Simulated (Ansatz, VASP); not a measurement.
**Two plane-wave programs on RbGe6**

INCAR

```
  ALGO = Normal
  EDIFF = 1E-7
  ENCUT = 520
  GGA = PE
  ISIF = 2
  ISMEAR = 0
  LASPH = T
  LCHARG = F
  LREAL = F
  LWAVE = F
  NBANDS = 56
  NELM = 60
  PREC = Accurate
  SIGMA = 0.1
```

File KPOINTS:

```
k-points
0
Gamma
  8 8 8
```

POSCAR

```
RbGe6
1.0
   -3.4875060310      3.4875060310      3.4875060310
    3.4875060310     -3.4875060310      3.4875060310
    3.4875060310      3.4875060310     -3.4875060310
Rb Ge
1 6
Direct
    0.0000000000      0.0000000000      0.0000000000
    0.5000000000      0.7500000000      0.2500000000
    0.7500000000      0.2500000000      0.5000000000
    0.7500000000      0.5000000000      0.2500000000
    0.5000000000      0.2500000000      0.7500000000
    0.2500000000      0.7500000000      0.5000000000
    0.2500000000      0.5000000000      0.7500000000
```

Input for Ansatz:

```yaml
crystal:
  lattice:
    - [-3.487506031, 3.487506031, 3.487506031]
    - [3.487506031, -3.487506031, 3.487506031]
    - [3.487506031, 3.487506031, -3.487506031]
  atoms:
    - { symbol: Rb, position: [0.0, 0.0, 0.0] }
    - { symbol: Ge, position: [0.5, 0.75, 0.25] }
    - { symbol: Ge, position: [0.75, 0.25, 0.5] }
    - { symbol: Ge, position: [0.75, 0.5, 0.25] }
    - { symbol: Ge, position: [0.5, 0.25, 0.75] }
    - { symbol: Ge, position: [0.25, 0.75, 0.5] }
    - { symbol: Ge, position: [0.25, 0.5, 0.75] }
basis:
  ecutwfc: 420
kpoints:
  mp_grid: { grid: [8, 8, 8] }
hamiltonian:
  xc: pbe
scf:
  occupations: { method: gaussian, width: 0.1 }
output:
  forces: true
  stress: true
  eigenvalues: true
```

Alike in both runs: task single point; functional PBE; k mesh 8 × 8 × 8; occupations gaussian, width 0.1 eV; no spin polarisation.

|  | VASP | Ansatz |
| --- | --- | --- |
| version | VASP 6.6.1 | Ansatz 0.2.0 |
| potentials or method | VASP PAW PBE potentials, release 64 (Rb_sv, Ge_d), cutoff 520 eV | scalar-relativistic, plane waves, PAW |
| valence electrons in the cell | 93 | 93 |

```csv
,VASP,Ansatz,Ansatz less VASP
gap on the k mesh at the Fermi level (eV),none,none,-
pressure (GPa),5.1,5.1,+0.02
```

A gap of «none» marks a metal or a gap that the smearing closes. With one functional, cell and mesh, what is left measures potentials, basis and numerics.
